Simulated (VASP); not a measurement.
# WS2 (base) (P6_3/mmc) in VASP: a series of runs, part 2 of 2

VASP 6.6.1. Earlier steps stand in the parts before.

## Step 3: Single point, PBE+D3(BJ)

This run uses another cell than the first one, of 17.43 Å³/atom, 0.956 times its volume.

INCAR

```
SYSTEM = WS2
PREC     = Accurate       ! precision mode
ENCUT    = 520            ! plane-wave cutoff, eV
EDIFF    = 1E-6           ! SCF threshold, eV
ISMEAR   = 0              ! smearing method
SIGMA    = 0.02           ! smearing width, eV
LREAL    = .False.        ! projectors in reciprocal space
LASPH    = .True.         ! aspherical terms in the spheres
NELM     = 80             ! most SCF steps
ALGO     = Normal         ! electronic algorithm
ISIF     = 2              ! what is computed and relaxed
LWAVE    = .False.        ! write WAVECAR
LCHARG   = .False.        ! write CHGCAR
GGA      = PE             ! functional
IVDW     = 12             ! dispersion correction
NBANDS   = 35             ! bands
```

KPOINTS

```
regular mesh
0
Gamma
  12 12 4
  0 0 0
```

POSCAR

```
WS2
1.0
    3.1540933700      0.0000000000      0.0000000000
   -1.5770466850      2.7315249843      0.0000000000
    0.0000000000      0.0000000000     12.1409106140
W S
2 4
Direct
    0.3333333333      0.6666666667      0.2500000000
    0.6666666667      0.3333333333      0.7500000000
    0.3333333333      0.6666666667      0.6202954485
    0.6666666667      0.3333333333      0.1202954485
    0.3333333333      0.6666666667      0.8797045515
    0.6666666667      0.3333333333      0.3797045515
```

Potentials or basis: VASP PAW PBE potentials, release 64 (W_sv, S).

Launch:

```bash
$ cat potpaw_PBE.64/W_sv/POTCAR potpaw_PBE.64/S/POTCAR > POTCAR
$ mpirun -np 1 vasp_std > vasp.out
```

OUTCAR:

```text
SYSTEM = WS2
   PREC = Accurate
   ENCUT = 520
   EDIFF = 1E-6
   ISMEAR = 0
   LREAL = .False.
   LASPH = .True.
   NELM = 80
   ISIF = 2
   GGA = PE
   IVDW = 12
 IVDW          = 12

 ion  position               nearest neighbor table
   1  0.333  0.667  0.250-   4 2.41   6 2.41   4 2.41   6 2.41   4 2.41   6 2.41
   2  0.667  0.333  0.750-   3 2.41   5 2.41   3 2.41   5 2.41   3 2.41   5 2.41
   3  0.333  0.667  0.620-   2 2.41   2 2.41   2 2.41
   4  0.667  0.333  0.120-   1 2.41   1 2.41   1 2.41
   5  0.333  0.667  0.880-   2 2.41   2 2.41   2 2.41
   6  0.667  0.333  0.380-   1 2.41   1 2.41   1 2.41
[... 1126 lines left out ...]
  -------------------------------------------------------------------------------------
  Total      -0.02393    -0.02393    -0.02660     0.00000     0.00000     0.00000
  in kB      -0.36655    -0.36655    -0.40741     0.00000     0.00000     0.00000
  external pressure =       -0.38 kB  Pullay stress =        0.00 kB

 VOLUME and BASIS-vectors are now :
 -----------------------------------------------------------------------------
  energy-cutoff  :      520.00
  volume of cell :      104.60
      direct lattice vectors                 reciprocal lattice vectors
     3.154093370  0.000000000  0.000000000     0.317048319  0.183047932  0.000000000
    -1.577046685  2.731524984  0.000000000     0.000000000  0.366095864  0.000000000
     0.000000000  0.000000000 12.140910614     0.000000000  0.000000000  0.082366145

 POSITION                                       TOTAL-FORCE (eV/Angst)
 -----------------------------------------------------------------------------------
     -0.00000      1.82102      3.03523        -0.000000     -0.000000      0.000000
      1.57705      0.91051      9.10568         0.000000      0.000000      0.000000
     -0.00000      1.82102      7.53095         0.000000      0.000000     -0.002041
      1.57705      0.91051      1.46050         0.000000      0.000000     -0.002041
     -0.00000      1.82102     10.68041        -0.000000     -0.000000      0.002041
      1.57705      0.91051      4.60996        -0.000000      0.000000      0.002041
 -----------------------------------------------------------------------------------
    total drift:                               -0.000000      0.000000     -0.000000

  FREE ENERGIE OF THE ION-ELECTRON SYSTEM (eV)
  ---------------------------------------------------
  free  energy   TOTEN  =       -49.7999665412 eV

  energy  without entropy=      -49.7999665412  energy(sigma->0) =      -49.79996654
```

stdout:

```text
POSCAR found type information on POSCAR W S
 POSCAR found :  2 types and       6 ions
 scaLAPACK will be used
 LDA part: xc-table for (Slater+PW92), standard interpolation
 POSCAR, INCAR and KPOINTS ok, starting setup
 FFT: planning ... GRIDC
 FFT: planning ... GRID_SOFT
 FFT: planning ... GRID
 WAVECAR not read
 entering main loop
```

It took 2.7 min on 1 thread of Intel Xeon Platinum 8259CL at 2.50GHz (Skylake/Cascade Lake), shared host; peak memory 0.33 GiB.

Results:

```yaml
Free_energy: -49.8000 eV
Pressure: 0.0 GPa
Band_gap_on_the_k_mesh: 0.91 eV, indirect (least direct gap 1.83 eV)
Dispersion_energy_per_atom: -0.435 eV
```

Forces on the atoms (eV/Å):
```
W    0.000  0.000  0.000
W    0.000  0.000  0.000
S    0.000  0.000 -0.002
S    0.000  0.000 -0.002
S    0.000  0.000  0.002
S    0.000  0.000  0.002
```

Caveat: spin-orbit coupling is left out, which moves the levels of the heavy elements.

## Step 4: Single point, PBE+D3(BJ) (volume scaled by 0.98, then relaxed in part)

INCAR

```
SYSTEM = WS2
PREC = Accurate
ENCUT = 520
EDIFF = 1E-6
ISMEAR = 0
SIGMA = 0.01
LREAL = .FALSE.
LASPH = .TRUE.
NELM = 80
ALGO = Normal
ISIF = 2
LWAVE = .FALSE.
LCHARG = .FALSE.
GGA = PE
IVDW = 12
NBANDS = 35
```

KPOINTS

```
Automatic mesh
0
G
  12 12 4
  0 0 0
```

POSCAR

```
WS2
1.0
    3.1445012994      0.0000000000      0.0000000000
   -1.5722506497      2.7232180075      0.0000000000
    0.0000000000      0.0000000000     11.9707917299
W S
2 4
Direct
    0.3333333333      0.6666666667      0.2500000000
    0.6666666667      0.3333333333      0.7500000000
    0.3333333333      0.6666666667      0.6183777679
    0.6666666667      0.3333333333      0.1183777679
    0.3333333333      0.6666666667      0.8816222321
    0.6666666667      0.3333333333      0.3816222321
```

Launch:

```bash
$ cat potpaw_PBE.64/W_sv/POTCAR potpaw_PBE.64/S/POTCAR > POTCAR
$ mpirun -np 1 vasp_std > vasp.out
```

It used 570 s of CPU time on 1 thread of AMD EPYC 7R13 Processor (Zen 3) (shared host).

The run converged. Its results:

```
Free energy                : -49.7926 eV
Pressure                   : 1.1 GPa
Band gap on the k mesh     : 0.83 eV, indirect (least direct gap 1.86 eV)
Dispersion energy per atom : -0.445 eV
```

Forces in eV/Å, atoms in the order of the input:
```
W    0.000  0.000  0.000
W    0.000  0.000  0.000
S    0.000  0.000 -0.002
S    0.000  0.000 -0.002
S    0.000  0.000  0.002
S    0.000  0.000  0.002
```

Levels at points of the mesh, in eV from the valence-band top:
| k point | band 23 | band 24 | band 25 | band 26 | band 27 | band 28 | band 29 | band 30 |
| --- | --- | --- | --- | --- | --- | --- | --- | --- |
| (0.00, 0.00, 0.00) | -2.23 | -1.37 | -1.35 | 0.00 | 2.22 | 2.22 | 2.23 | 2.23 |
| (0.50, 0.00, 0.00) | -2.09 | -1.86 | -1.79 | -1.60 | 2.28 | 2.34 | 2.50 | 2.89 |
| (0.00, 0.00, 0.50) | -2.27 | -2.27 | -0.30 | -0.30 | 2.21 | 2.21 | 2.21 | 2.21 |
| (0.50, 0.00, 0.50) | -1.94 | -1.94 | -1.71 | -1.71 | 2.30 | 2.30 | 2.73 | 2.73 |

Caveat: the cell differs from its parent crystal (volume scaled by 0.98, then relaxed in part); spin-orbit coupling is left out, which moves the levels of the heavy elements.

## Step 5: Single point, PBE+D3(BJ) (volume scaled by 1.02, then relaxed in part)

INCAR

```
PREC = Accurate
ENCUT = 520
EDIFF = 1E-7
ISMEAR = 0
SIGMA = 0.01
LREAL = F
LASPH = T
NELM = 80
ALGO = Normal
ISIF = 2
LWAVE = F
LCHARG = T
GGA = PE
IVDW = 12
LELF = T
LVHAR = T
NBANDS = 35
```

KPOINTS

```
regular mesh
0
Gamma
  12 12 4
```

POSCAR

```
WS2
1.0
    3.1620761561      0.0000000000      0.0000000000
   -1.5810380780      2.7384382799      0.0000000000
    0.0000000000      0.0000000000     12.3212814290
W S
2 4
Direct
    0.3333333333      0.6666666667      0.2500000000
    0.6666666667      0.3333333333      0.7500000000
    0.3333333333      0.6666666667      0.6222601749
    0.6666666667      0.3333333333      0.1222601749
    0.3333333333      0.6666666667      0.8777398251
    0.6666666667      0.3333333333      0.3777398251
```

Launch:

```bash
$ cat potpaw_PBE.64/W_sv/POTCAR potpaw_PBE.64/S/POTCAR > POTCAR
$ mpirun -np 1 vasp_std > vasp.out
```

It used 480 s of CPU time on 1 thread of AMD EPYC 7R13 Processor (Zen 3), with other jobs on the host.

The run converged. Its results:

| Item | Value |
| --- | --- |
| Free energy | -49.7941 eV |
| Pressure | -0.9 GPa |
| Band gap on the k mesh | 0.99 eV, indirect (least direct gap 1.82 eV) |
| Dispersion energy per atom | -0.426 eV |

Forces on the atoms (eV/Å):
```
W    0.000  0.000  0.000
W    0.000  0.000  0.000
S    0.000  0.000 -0.003
S    0.000  0.000 -0.003
S    0.000  0.000  0.003
S    0.000  0.000  0.003
```

Levels at points of the mesh, in eV from the valence-band top:
```
           k point  band 24  band 25  band 26  band 27  band 28  band 29
(0.00, 0.00, 0.00)    -1.49    -1.19     0.00     2.30     2.30     2.31
(0.50, 0.00, 0.00)    -1.76    -1.70    -1.51     2.30     2.35     2.59
(0.00, 0.00, 0.50)    -2.20    -0.31    -0.31     2.29     2.29     2.29
(0.50, 0.00, 0.50)    -1.87    -1.59    -1.59     2.32     2.32     2.76
```

Caveat: the cell differs from its parent crystal (volume scaled by 1.02, then relaxed in part); spin-orbit coupling is left out, which moves the levels of the heavy elements.

## Step 6: Summary

```csv
cell,k mesh,smearing,gap on the mesh (eV),pressure (GPa)
"a = 3.180, b = 3.180, c = 12.500 Å, angles 90.0, 90.0, 120.0°, 6 atoms",6 × 6 × 2,gaussian 0.1 eV,1.06,-1.6
"a = 3.154, b = 3.154, c = 12.141 Å, angles 90.0, 90.0, 120.0°, 6 atoms",12 × 12 × 4,gaussian 0.02 eV,0.91,0.0
"a = 3.145, b = 3.145, c = 11.971 Å, angles 90.0, 90.0, 120.0°, 6 atoms",12 × 12 × 4,gaussian 0.01 eV,0.83,1.1
"a = 3.162, b = 3.162, c = 12.321 Å, angles 90.0, 90.0, 120.0°, 6 atoms",12 × 12 × 4,gaussian 0.01 eV,0.99,-0.9
```

Alike in all rows: task single point; level PBE+D3(BJ); potentials or basis VASP PAW PBE potentials, release 64 (W_sv, S); no spin polarisation; cutoff (eV) 520.

Caveats: spin-orbit coupling is left out, which moves the levels of the heavy elements.

Absolute energies hang on the potentials; compare differences alone.
